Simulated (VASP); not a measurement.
# NbRu3: single point with LDA

Crystal: NbRu3.

```
CELL_PARAMETERS angstrom
3.80079 0.00000 0.00000
0.00000 3.80079 0.00000
0.00000 0.00000 3.80079
ATOMIC_POSITIONS crystal
Nb 0.00000 0.00000 0.00000
Ru 0.00000 0.50000 0.50000
Ru 0.50000 0.00000 0.50000
Ru 0.50000 0.50000 0.00000
```

```
Program                : VASP 6.6.1
Task                   : single point
Functional             : LDA
Potentials or basis    : VASP PAW LDA potentials, release 64 (Nb_sv, Ru_pv)
Cutoff                 : 520 eV
k mesh                 : 9 × 9 × 9
Occupations            : fermi-dirac, width 0.05 eV
Spin                   : no spin polarisation
Dipole correction      : no
Further INCAR settings : ALGO = Normal; EDIFF = 1e-06; NBANDS = 36
```

The pressure is 7.6 GPa. The band gap on the k mesh is zero (an odd number of electrons rules out a gap without spin polarisation).

Levels at points of the mesh, in eV from the Fermi level:
| k point | band 26 | band 27 | band 28 | band 29 | band 30 | band 31 |
| --- | --- | --- | --- | --- | --- | --- |
| (0.00, 0.00, 0.00) | 1.97 | 2.56 | 2.56 | 2.56 | 3.95 | 3.95 |

Wall time 57 s on 1 thread of Intel Xeon 8259CL, with other jobs on the host, peak memory 0.18 GiB.

Caveat: the cell stands under pressure.
